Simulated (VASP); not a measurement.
A run of VASP 6.6.1 is set up as follows.

The input INCAR:

```
SYSTEM = Pd
PREC = Accurate ; ENCUT = 520
EDIFF = 1E-6 ; ISMEAR = 0
SIGMA = 0.1 ; LREAL = .False.
LASPH = .True. ; NELM = 80
ALGO = Fast ; ISIF = 2
LWAVE = .False. ; LCHARG = .False.
LDIPOL = .True. ; IDIPOL = 3
DIPOL = 0.5 0.5 0.500 ; GGA = PE
IVDW = 12 ; IBRION = 2
NSW = 90 ; EDIFFG = -0.03
```

The input KPOINTS:

```
Automatic mesh
0
Gamma
  4 4 1
  0 0 0
```

The input POSCAR:

```
Pd
1.0
    5.5001966168      0.0000000000      0.0000000000
   -2.7500983084      4.7633099959      0.0000000000
    0.0000000000      0.0000000000     20.4908917320
Pd
12
Selective dynamics
Direct
    0.3333333333      0.1666666667      0.3904173671  F F F
    0.3333333333      0.6666666667      0.3904173671  F F F
    0.8333333333      0.1666666667      0.3904173671  F F F
    0.8333333333      0.6666666667      0.3904173671  F F F
    0.6666666667      0.3333333333      0.5000000000  T T T
    0.6666666667      0.8333333333      0.5000000000  T T T
    0.1666666667      0.3333333333      0.5000000000  T T T
    0.1666666667      0.8333333333      0.5000000000  T T T
    0.0000000000      0.5000000000      0.6095826329  T T T
    0.0000000000      0.0000000000      0.6095826329  T T T
    0.5000000000      0.5000000000      0.6095826329  T T T
    0.5000000000      0.0000000000      0.6095826329  T T T
```

Potentials or basis: VASP PAW PBE potentials, release 64 (Pd).

Run with:

```bash
$ cat potpaw_PBE.64/Pd/POTCAR > POTCAR
$ mpirun -np 1 vasp_std > vasp.out
```

(1) Estimate the energy gained by relaxing.

(2) Predict the dispersion energy per atom.

(3) What does it give for the band gap on the k mesh?

## Answers

(1) 2.2 meV/atom.

(2) -0.445 eV.

(3) zero (bands 60 and 61 overlap by 0.44 eV).
